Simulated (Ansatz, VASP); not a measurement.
## One calculation of RbCd, two programs

```xyz
2
Lattice="4.4674 0.0000 0.0000 0.0000 4.4674 0.0000 0.0000 0.0000 4.4674" Properties=species:S:1:pos:R:3 pbc="T T T"
Rb    2.2337    2.2337    2.2337
Cd    0.0000    0.0000    0.0000
```

Alike in both runs: functional PBE; k mesh 4 × 4 × 4; occupations gaussian, width 0.1 eV; no spin polarisation.

Ansatz relaxed the structure, and its values are those at the end. VASP's run is a single point on that final structure, the one shown.

|  | VASP | Ansatz |
| --- | --- | --- |
| version | VASP 6.6.1 | Ansatz 0.2.0 |
| potentials or method | VASP PAW PBE potentials, release 64 (Rb_sv, Cd), cutoff 500 eV | scalar-relativistic, plane waves, PAW |
| valence electrons in the cell | 21 | 29 |

```tsv
	VASP	Ansatz	Ansatz less VASP
gap on the k mesh at the Fermi level (eV)	none	none	-
pressure (GPa)	0.1	0.1	-0.01
```

A gap of «none» marks a metal or a gap that the smearing closes. VASP's potentials hold 21 valence electrons a cell and Ansatz's 29, so a difference there can come from the potentials and not from the codes.
